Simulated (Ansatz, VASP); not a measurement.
## Two plane-wave programs on RbBr

INCAR

```
ALGO     = Normal         # electronic algorithm
EDIFF    = 1E-6           # SCF threshold, eV
ENCUT    = 520            # plane-wave cutoff, eV
GGA      = PE             # functional
ISIF     = 2              # what is computed and relaxed
ISMEAR   = -1             # smearing method
LASPH    = T              # aspherical terms in the spheres
LCHARG   = F              # write CHGCAR
LREAL    = F              # projectors in reciprocal space
LWAVE    = F              # write WAVECAR
NBANDS   = 15             # bands
NELM     = 80             # most SCF steps
PREC     = Accurate       # precision mode
SIGMA    = 0.02           # smearing width, eV
```

The input KPOINTS:

```
k-points
0
Gamma
  6 6 6
```

The input POSCAR:

```
RbBr
1.0
    4.2005781372      0.0000000000      0.0000000000
    0.0000000000      4.2005781372      0.0000000000
    0.0000000000      0.0000000000      4.2005781372
Rb Br
1 1
Direct
    0.0000000000      0.0000000000      0.0000000000
    0.5000000000      0.5000000000      0.5000000000
```

Input for Ansatz:

```yaml
crystal:
  lattice:
    - [4.2005781372, 0.0, 0.0]
    - [0.0, 4.2005781372, 0.0]
    - [0.0, 0.0, 4.2005781372]
  atoms:
    - { symbol: Rb, position: [0.0, 0.0, 0.0] }
    - { symbol: Br, position: [0.5, 0.5, 0.5] }
kpoints:
  mp_grid: { grid: [6, 6, 6] }
  band_path:
    path:
      - [0.0, 0.0, 0.0]
      - [0.0, 0.5, 0.0]
      - [0.5, 0.5, 0.0]
      - [0.5, 0.5, 0.5]
      - [0.0, 0.5, 0.5]
    npoints: 1
hamiltonian:
  xc: pbe
scf:
  occupations: { method: fermi_dirac, width: 0.02 }
  n_extra_bands: 4
output:
  forces: true
  stress: true
  eigenvalues: true
  write_density: true
  write_potential: true
  elf: true
  volumetric_format: npy
```

Change from the starting cell: hydrostatic strain +1.8%.

Alike in both runs: task single point; functional PBE; k mesh 6 × 6 × 6; occupations fermi-dirac, width 0.02 eV; no spin polarisation.

|  | VASP | Ansatz |
| --- | --- | --- |
| version | VASP 6.6.1 | Ansatz 0.2.0 |
| potentials or method | VASP PAW PBE potentials, release 64 (Rb_sv, Br) | plane waves, PAW |
| plane-wave cutoff (eV) | 520 | 420 |
| valence electrons in the cell | 16 | 16 |

|  | VASP | Ansatz | Ansatz less VASP |
| --- | --- | --- | --- |
| gap on the k mesh at the Fermi level (eV) | 3.91 | 3.91 | +0.002 |
| pressure (GPa) | 0.0 | 0.0 | -0.02 |
